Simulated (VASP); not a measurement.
Runs of VASP 6.6.1 on LiH. The structure is that of space group P4/mmm (No. 123), or close to it. The cells are those of the table. The cell was built from a structure type or drawn by symmetry, and may not be a known phase.

```tsv
task	cell	k mesh	cutoff (eV)	smearing	gap on the mesh (eV)	pressure (GPa)	relaxed volume (Å³/atom)
relaxation of cell and atoms	relaxed from a = 2.538, b = 2.538, c = 3.407 Å, 2 atoms	6 × 6 × 6	600	gaussian 0.1 eV	none	0.1	(a)
relaxation of cell and atoms	relaxed from a = 2.691, b = 2.691, c = 4.360 Å, 2 atoms	14 × 14 × 8	600	gaussian 0.02 eV	0.32	-0.1	-
single point	a = 2.691, b = 2.691, c = 4.360 Å, 2 atoms	14 × 14 × 10	520	gaussian 0.01 eV	0.32	-	-
single point	a = 2.538, b = 2.538, c = 3.407 Å, 2 atoms	6 × 6 × 6	520	gaussian 0.1 eV	none	-	-
relaxation of cell and atoms	relaxed from a = 2.685, b = 2.685, c = 3.868 Å, 2 atoms	14 × 14 × 10	600	gaussian 0.01 eV	0.09	0.1	13.98
single point	a = 2.685, b = 2.685, c = 3.868 Å, 2 atoms	6 × 6 × 6	520	gaussian 0.1 eV	0.09	-	-
single point	a = 2.691, b = 2.691, c = 4.360 Å, 2 atoms	14 × 14 × 8	520	gaussian 0.02 eV	0.32	-	-
```

Alike in all rows: level PBE; potentials or basis VASP PAW PBE potentials, release 64 (Li_sv, H); no spin polarisation.

Q: Estimate the missing entries.

A: (a) 12.77.

Caveats: some runs use coarse meshes; the cutoff is under 1.25 times the usual one of these potentials, so pressure, stress and relaxed cells hold a basis-set (Pulay) error; the volume moved by over 15 % at a fixed basis, so the end points are rough (at least some runs); the relaxation stopped at its first step, so nothing moved (at least some runs).

A k mesh can miss the band edges.

A gap of «none» marks levels without a gap at the run's occupations.
